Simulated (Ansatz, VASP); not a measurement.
**SbAs: VASP beside Ansatz**

```xyz
2
Lattice="2.0127 1.1621 3.6123 -2.0127 1.1621 3.6123 0.0000 -2.3241 3.6123" Properties=species:S:1:pos:R:3 pbc="T T T"
Sb    0.0000    0.0000    5.4185
As    0.0000    0.0000    0.0000
```

Alike in both runs: task single point; functional LDA; k mesh 6 × 6 × 6; occupations gaussian, width 0.1 eV; no spin polarisation.

|  | VASP | Ansatz |
| --- | --- | --- |
| version | VASP 6.6.1 | Ansatz 0.2.0 |
| potentials or method | VASP PAW LDA potentials, release 64 (Sb, As), cutoff 500 eV | scalar-relativistic, plane waves, PAW |
| valence electrons in the cell | 10 | 30 |

VASP gave:

* gap on the k mesh at the Fermi level (eV): none
* pressure (GPa): -5.2
* traceless stress, the component that is largest in VASP (GPa): -2.67

**Question.** Estimate Ansatz's values.

**Answer.** gap on the k mesh at the Fermi level (eV): none; pressure (GPa): -5.3; traceless stress, the component that is largest in VASP (GPa): -2.72.

LDA's correlation is that of Perdew and Zunger in VASP and of Perdew and Wang (1992) in Ansatz. A gap of «none» marks a metal or a gap that the smearing closes. VASP's potentials hold 10 valence electrons a cell and Ansatz's 30, so a difference there can come from the potentials and not from the codes.

Neither program's run includes spin-orbit coupling.
